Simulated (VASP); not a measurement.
**ZnF2: electric field gradients with PBE**

ZnF2:

```
CELL_PARAMETERS angstrom
4.70380 0.00000 0.00000
0.00000 4.70380 0.00000
0.00000 0.00000 3.13360
ATOMIC_POSITIONS crystal
Zn 0.00000 0.00000 0.00000
Zn 0.50000 0.50000 0.50000
F 0.30350 0.30350 0.00000
F 0.19650 0.80350 0.50000
F 0.69650 0.69650 0.00000
F 0.80350 0.19650 0.50000
```

| Property | Result |
| --- | --- |
| Program | VASP 6.6.1 |
| Task | electric field gradients |
| Functional | PBE |
| Potentials or basis | VASP PAW PBE potentials, release 64 (Zn, F) |
| Cutoff | 520 eV |
| k mesh | 4 × 4 × 6 |
| Occupations | fermi-dirac, width 0.01 eV |
| Spin | no spin polarisation |
| Dipole correction | no |
| Further INCAR settings | ALGO = Normal; EDIFF = 1e-08; NBANDS = 35 |

| Quantity | Value |
| --- | --- |
| Pressure | 6.7 GPa |
| Largest force | 0.055 eV/Å |
| Band gap on the k mesh | 3.51 eV, direct |

Forces in eV/Å, atoms in the order of the input:
```
Zn   0.000  0.000  0.000
Zn   0.000  0.000  0.000
F   -0.039 -0.039  0.000
F    0.039 -0.039  0.000
F    0.039  0.039  0.000
F   -0.039  0.039  0.000
```

Stress tensor (GPa, compression positive):
```
6.38 0.00 0.00
0.00 6.38 0.00
0.00 0.00 7.36
```

Levels at points of the mesh, in eV from the valence-band top:
| k point | band 22 | band 23 | band 24 | band 25 | band 26 | band 27 | band 28 | band 29 | band 30 | band 31 |
| --- | --- | --- | --- | --- | --- | --- | --- | --- | --- | --- |
| (0.00, 0.00, 0.00) | -1.55 | -1.20 | -0.34 | -0.34 | 0.00 | 3.51 | 9.35 | 9.66 | 9.66 | 13.49 |
| (0.50, 0.00, 0.00) | -1.61 | -0.64 | -0.64 | -0.43 | -0.43 | 6.12 | 6.12 | 10.57 | 10.57 | 13.00 |
| (0.50, 0.50, 0.00) | -1.57 | -1.26 | -1.26 | -0.36 | -0.36 | 7.04 | 7.04 | 9.20 | 9.20 | 14.53 |
| (0.00, 0.00, 0.50) | -1.37 | -1.29 | -1.29 | -1.24 | -1.24 | 8.28 | 8.28 | 11.94 | 11.94 | 13.18 |
| (0.50, 0.00, 0.50) | -1.80 | -1.33 | -1.33 | -0.06 | -0.06 | 8.79 | 8.79 | 10.37 | 10.37 | 13.92 |
| (0.50, 0.50, 0.50) | -1.49 | -1.24 | -1.24 | -0.80 | -0.80 | 8.11 | 8.11 | 11.51 | 11.51 | 12.33 |

Electric field gradients, principal values (V/Å²):
```tsv
atom	least	middle	greatest (by size)
1 Zn	-8.410	-13.854	22.264
2 Zn	-8.410	-13.854	22.264
3 F	27.065	63.178	-90.243
4 F	27.065	63.178	-90.243
5 F	27.065	63.178	-90.243
6 F	27.065	63.178	-90.243
```

Run time: 36 s on 1 thread of Intel(R) Xeon(R) Platinum 8488C (Sapphire Rapids) (shared host), peak memory 0.19 GiB.

Caveat: without QUAD_EFG the Cq values of the log hold for a quadrupole moment of 1 mb, not for the nuclei. Expect the measured gap to be larger: semilocal functionals such as PBE lack the derivative discontinuity.
